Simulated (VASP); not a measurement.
A run of VASP 6.6.1:

Contents of INCAR:

```
SYSTEM = Ni3Ge
  PREC = Accurate
  ENCUT = 520
  EDIFF = 1E-7
  ISMEAR = 0
  SIGMA = 0.4
  LREAL = .False.
  LASPH = .True.
  NELM = 100
  ALGO = Normal
  ISIF = 2
  LWAVE = .False.
  LCHARG = .False.
  GGA = PS
  NBANDS = 30
```

Contents of KPOINTS:

```
Automatic mesh
0
Gamma
  6 6 6
  0 0 0
```

POSCAR

```
Ni3Ge
1.0
    3.5303341067      0.0000000000      0.0000000000
    0.0000000000      3.5303341067      0.0000000000
    0.0000000000      0.0000000000      3.5303341067
Ni Ge
3 1
Direct
    0.5000000000      0.0000000000      0.5000000000
    0.0000000000      0.5000000000      0.5000000000
    0.5000000000      0.5000000000      0.0000000000
    0.0000000000      0.0000000000      0.0000000000
```

Potentials or basis: VASP PAW PBE potentials, release 64 (Ni, Ge_d).

Launch:

```bash
$ cat potpaw_PBE.64/Ni/POTCAR potpaw_PBE.64/Ge_d/POTCAR > POTCAR
$ mpirun -np 1 vasp_std > vasp.out
```

Hardware: 1 thread of Intel(R) Xeon(R) 6975P-C (Granite Rapids), with other jobs on the host.

**Question.** How long does it take, and how much memory?

**Answer.** It took 13 s on 1 thread of Intel(R) Xeon(R) 6975P-C (Granite Rapids), with other jobs on the host, peak memory 0.17 GiB. Counts: scf iterations 15, k points 20.
